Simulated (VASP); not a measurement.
## RbHgBr2: single point with PBE

RbHgBr2:

```
Rb Hg Br
1.0
     5.88152    0.00000    0.00000
     0.00000    5.88152    0.00000
     0.00000    0.00000    4.46194
Rb Hg Br
1 1 2
Cartesian
  2.9408 2.9408 2.2310
  0.0000 0.0000 0.0000
  2.9408 0.0000 0.0000
  0.0000 2.9408 0.0000
```

- Program: VASP 6.6.1
- Task: single point
- Functional: PBE
- Potentials or basis: VASP PAW PBE potentials, release 64 (Rb_sv, Hg, Br)
- Cutoff: 520 eV
- k mesh: 8 × 8 × 10
- Occupations: gaussian, width 0.1 eV
- Spin: no spin polarisation

The pressure is 0.0 GPa and the band gap on the k mesh is zero (an odd number of electrons rules out a gap without spin polarisation).

Levels at points of the mesh, in eV from the Fermi level:
```
           k point  band 15  band 16  band 17  band 18  band 19  band 20
(0.00, 0.00, 0.00)    -2.57    -2.52    -2.52    -2.27     2.80     4.13
(0.50, 0.00, 0.00)    -2.68    -2.49    -2.28     0.24     3.31     4.36
(0.50, 0.50, 0.00)    -2.35    -2.30    -1.53     1.35     3.30     3.30
(0.00, 0.00, 0.50)    -2.98    -2.57    -2.57    -2.31     2.83     5.17
(0.50, 0.00, 0.50)    -3.05    -2.81    -2.80     0.57     2.20     4.90
(0.50, 0.50, 0.50)    -2.88    -2.18    -1.48     1.40     1.76     3.94
```

Run time: 7.7 min on 1 thread of Intel(R) Xeon(R) Platinum 8488C (Sapphire Rapids), on a shared host, peak memory 0.53 GiB.

Caveat: spin-orbit coupling is left out, which moves the levels of the heavy elements; an odd number of electrons without spin polarisation forces a metal; a magnetic or distorted state may lie lower.
